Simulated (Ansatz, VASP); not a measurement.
**One calculation of MgO, two programs**

```xyz
2
Lattice="0.0000 1.7754 1.7754 1.7754 0.0000 1.7754 1.7754 1.7754 0.0000" Properties=species:S:1:pos:R:3 pbc="T T T"
Mg    0.0000    0.0000    0.0000
O     1.7754    1.7754    1.7754
```

Alike in both runs: task single point; functional PBE; k mesh 10 × 10 × 10; no spin polarisation.

```csv
,VASP,Ansatz
version,VASP 6.6.1,Ansatz 0.2.0
potentials or method,"VASP PAW PBE potentials, release 64 (Mg, O)","scalar-relativistic, plane waves, norm-conserving pseudopotentials"
plane-wave cutoff (eV),600,1240
occupations,"gaussian, width 0.01 eV",fixed
valence electrons in the cell,8,16
```

Ansatz gave:

- gap on the k mesh at the Fermi level (eV): 9.15
- least direct gap on the mesh (eV): 11.31

Problem. Estimate VASP's values.

Solution. gap on the k mesh at the Fermi level (eV): 9.07; least direct gap on the mesh (eV): 11.25.

VASP's potentials hold 8 valence electrons a cell and Ansatz's 16, so a difference there can come from the potentials and not from the codes.
